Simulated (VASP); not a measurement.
Input of a VASP 6.6.1 run:

INCAR

```
SYSTEM = LaTe
PREC = Accurate
ENCUT = 500
EDIFF = 1E-6
ISMEAR = 1
SIGMA = 0.1
LREAL = .False.
LASPH = .True.
NELM = 200
ALGO = Normal
ISIF = 2
LWAVE = .False.
LCHARG = .True.
GGA = CA
LELF = .True.
LVHAR = .True.
NBANDS = 16
GGA_COMPAT = .False.
LMAXMIX = 6
```

The input KPOINTS:

```
Automatic mesh
0
Gamma
  7 7 7
  0 0 0
```

POSCAR

```
LaTe
1.0
    3.9360900000      0.0000000000      0.0000000000
    0.0000000000      3.9360900000      0.0000000000
    0.0000000000      0.0000000000      3.9360900000
La Te
1 1
Direct
    0.0000000000      0.0000000000      0.0000000000
    0.5000000000      0.5000000000      0.5000000000
```

Potentials or basis: VASP PAW LDA potentials, release 64 (La, Te).

The run is started by

```console
$ cat potpaw_LDA.64/La/POTCAR potpaw_LDA.64/Te/POTCAR > POTCAR
$ mpirun -np 1 vasp_std > vasp.out
```

Estimate the pressure.

-4.2 GPa.

Predict the band gap on the k mesh.

zero (an odd number of electrons rules out a gap without spin polarisation).

Caveat: the cell stands under tension; spin-orbit coupling is left out, which moves the levels of the heavy elements.
